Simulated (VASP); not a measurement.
A run of VASP 6.6.1:

Contents of INCAR:

```
SYSTEM = Au
PREC     = Accurate       ! precision mode
ENCUT    = 600            ! plane-wave cutoff, eV
EDIFF    = 1E-7           ! SCF threshold, eV
ISMEAR   = -1             ! smearing method
SIGMA    = 0.05           ! smearing width, eV
LREAL    = .False.        ! projectors in reciprocal space
LASPH    = .True.         ! aspherical terms in the spheres
NELM     = 100            ! most SCF steps
ALGO     = Normal         ! electronic algorithm
ISIF     = 3              ! what is computed and relaxed
LWAVE    = .False.        ! write WAVECAR
LCHARG   = .False.        ! write CHGCAR
IBRION   = 2              ! ionic algorithm
NSW      = 60             ! ionic steps
EDIFFG   = -0.03          ! ionic threshold
PSTRESS  = 300.0
```

Contents of KPOINTS:

```
regular mesh
0
Gamma
  9 9 5
  0 0 0
```

The input POSCAR:

```
Au
1.0
    2.9000000000      0.0000000000      0.0000000000
   -1.4500000000      2.5114740000      0.0000000000
    0.0000000000      0.0000000000      4.8800000000
Au
2
Direct
    0.3333333333      0.6666666667      0.7500000000
    0.6666666667      0.3333333333      0.2500000000
```

Potentials or basis: VASP PAW LDA potentials, release 64 (Au).

Command:

```sh
$ cat potpaw_LDA.64/Au/POTCAR > POTCAR
$ mpirun -np 1 vasp_std > vasp.out
```

Hardware: 1 thread of AMD EPYC 9R45 96-Core Processor (Zen 5) (shared host).

**Question.** Estimate the wall time of this run.

**Answer.** Run time: 69 s on 1 thread of AMD EPYC 9R45 96-Core Processor (Zen 5) (shared host), peak memory 0.14 GiB. Counts: scf iterations 89, k points 36, ion steps 11.
